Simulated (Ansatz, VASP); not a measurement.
# H4Au2O3 in VASP and in Ansatz

```xyz
9
Lattice="10.5500 0.0000 0.0000 0.0000 9.6300 0.0000 0.0000 0.0000 17.7800" Properties=species:S:1:pos:R:3 pbc="T T T"
Au    5.2766    4.7436   10.8017
Au    5.2766    4.8848    6.9755
O     5.2766    4.8142    8.8886
O     5.2766    4.6361   12.9463
O     6.0533    5.1284   13.2773
H     4.5000    5.1284   13.2773
H     5.2766    4.9923    4.8309
H     6.0533    4.5000    4.5000
H     4.5000    4.5000    4.5000
```

Alike in both runs: task single point; functional PBE; k mesh 1 × 1 × 1; occupations gaussian, width 0.01 eV; non-collinear spin, spin-orbit coupling.

|  | VASP | Ansatz |
| --- | --- | --- |
| version | VASP 6.6.1 | Ansatz 0.2.0 |
| potentials or method | VASP PAW PBE potentials, release 64 (Au, O, H), cutoff 520 eV | plane waves, PAW |
| valence electrons in the cell | 44 | 60 |

Ansatz gave:

- rms of the force components (eV/Å): 0.103
- net moment per atom (μB): 0.00

Estimate VASP's values.

rms of the force components (eV/Å): 0.068; net moment per atom (μB): 0.00.

The functional is the same, so the differences come from potentials, cutoffs and numerics. VASP's potentials hold 44 valence electrons a cell and Ansatz's 60, so a difference there can come from the potentials and not from the codes. Ansatz's warnings: structure snapped to symmetry, xc potential rough in thin density.
